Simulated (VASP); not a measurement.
Write the native input for VASP 6.6.1 that does the following.

* Task: single point
* Functional: r2SCAN
* Dispersion: D3(BJ)
* Potentials or basis: VASP PAW PBE potentials, release 64 (O, C, S)
* Cutoff: 520 eV
* k mesh: 1 × 1 × 1
* Occupations: fermi-dirac, width 0.02 eV
* Spin: no spin polarisation
* Dipole correction: no
* Further INCAR settings: LREAL = Auto; ALGO = Normal; EDIFF = 1e-06; NBANDS = 101

CSO:

```
O C S
1.0
    10.25669    0.00000    0.00000
     0.00000   10.25669    0.00000
     0.00000    0.00000   10.25669
O C S
10 10 10
Cartesian
  4.9473 3.0963 0.3031
  1.2436 0.9625 3.4518
  9.9709 5.2237 6.2766
  0.3943 8.1098 7.0089
  7.8191 9.4864 8.3501
  7.7235 2.5169 5.2153
  6.5479 5.6626 5.6199
  7.9369 9.6468 3.1507
  1.3907 3.5605 -1.4104
  2.7230 1.1335 10.2557
  5.0163 3.2768 1.4998
  1.7325 -0.0938 3.3759
  9.4535 5.2150 7.3355
  1.3027 7.8552 7.6679
  6.8056 9.6519 8.9532
  7.0080 2.3322 6.0723
  6.0462 6.7010 5.5334
  8.2740 8.5816 3.3446
  1.6202 3.8710 -0.2997
  1.7126 0.6378 9.9699
  5.1876 3.4580 3.0406
  2.3714 -1.4945 3.2947
  8.8262 5.4636 8.7594
  2.4924 7.4168 8.5386
  5.4289 9.7400 9.6313
  6.0996 2.1420 7.3063
  5.3346 8.1091 5.6193
  8.8016 7.2377 3.8376
  1.6832 4.2204 1.2230
  0.2651 0.2044 9.5370
```

One way to write it, as run:

POSCAR

```
CSO
1.0
   10.2566880000      0.0000000000      0.0000000000
    0.0000000000     10.2566880000      0.0000000000
    0.0000000000      0.0000000000     10.2566880000
O C S
10 10 10
Direct
    0.4823486880      0.3018810751      0.0295514497
    0.1212477166      0.0938412088      0.3365413865
    0.9721364245      0.5092969582      0.6119519283
    0.0384432090      0.7906840883      0.6833492449
    0.7623416058      0.9248989537      0.8141127038
    0.7530208582      0.2453911048      0.5084779804
    0.6384029620      0.5520885494      0.5479254122
    0.7738267948      0.9405375302      0.3071849314
    0.1355895782      0.3471393495     -0.1375102762
    0.2654853107      0.1105132573      0.9999036726
    0.4890760058      0.3194793485      0.1462265402
    0.1689141758     -0.0091452523      0.3291413369
    0.9216912906      0.5084487312      0.7151918826
    0.1270098106      0.7658612605      0.7476000050
    0.6635280317      0.9410347668      0.8729133615
    0.6832614973      0.2273833425      0.5920332177
    0.5894885367      0.6533298078      0.5394918906
    0.8066931547      0.8366833426      0.3260896695
    0.1579652223      0.3774122797     -0.0292199587
    0.1669739783      0.0621838161      0.9720389272
    0.5057773036      0.3371458701      0.2964504721
    0.2312052390     -0.1457098042      0.3212245512
    0.8605311968      0.5326865748      0.8540183732
    0.2430024195      0.7231184180      0.8324909561
    0.5293034165      0.9496242842      0.9390263212
    0.5946948957      0.2088393446      0.7123449597
    0.5201094154      0.7906158401      0.5478669138
    0.8581327618      0.7056566408      0.3741558679
    0.1641075560      0.4114778572      0.1192392710
    0.0258465501      0.0199284603      0.9298323201
```

INCAR.step1

```
PREC = Accurate
ENCUT = 520
ISMEAR = -1
SIGMA = 0.02
LREAL = Auto
LASPH = True
NELM = 60
NBANDS = 101
GGA = PE
ALGO = Normal
EDIFF = 1E-4
LWAVE = True
LCHARG = False
```

INCAR.step2

```
PREC = Accurate
ENCUT = 520
EDIFF = 1E-6
ISMEAR = -1
SIGMA = 0.02
LREAL = Auto
LASPH = True
NELM = 60
ALGO = Normal
ISIF = 2
LWAVE = False
LCHARG = False
METAGGA = R2SCAN
LMIXTAU = True
IVDW = 12
VDW_S6 = 1.0
VDW_S8 = 0.78981345
VDW_A1 = 0.49484001
VDW_A2 = 5.73083694
NBANDS = 101
ISTART = 1
```

KPOINTS

```
Automatic mesh
0
Gamma
  1 1 1
```

Potentials or basis: VASP PAW PBE potentials, release 64 (O, C, S).

Launch:

```console
$ cat potpaw_PBE.64/O/POTCAR potpaw_PBE.64/C/POTCAR potpaw_PBE.64/S/POTCAR > POTCAR
$ cp INCAR.step1 INCAR
$ mpirun -np 1 vasp_gam > vasp.out
$ cp INCAR.step2 INCAR
$ mpirun -np 1 vasp_gam > vasp.out
```

Results of the run:

The pressure is 0.0 GPa, the largest force is 4.025 eV/Å and the dispersion energy per atom is -0.031 eV.

Caveat: the k points lie up to 0.61 Å⁻¹ apart; the PAW data sets were made with another functional, which shifts forces and pressure a little.

Run time: 11 min on 1 thread of Intel(R) Xeon(R) Platinum 8259CL CPU @ 2.50GHz (Skylake/Cascade Lake), on a shared host, peak memory 1.1 GiB.
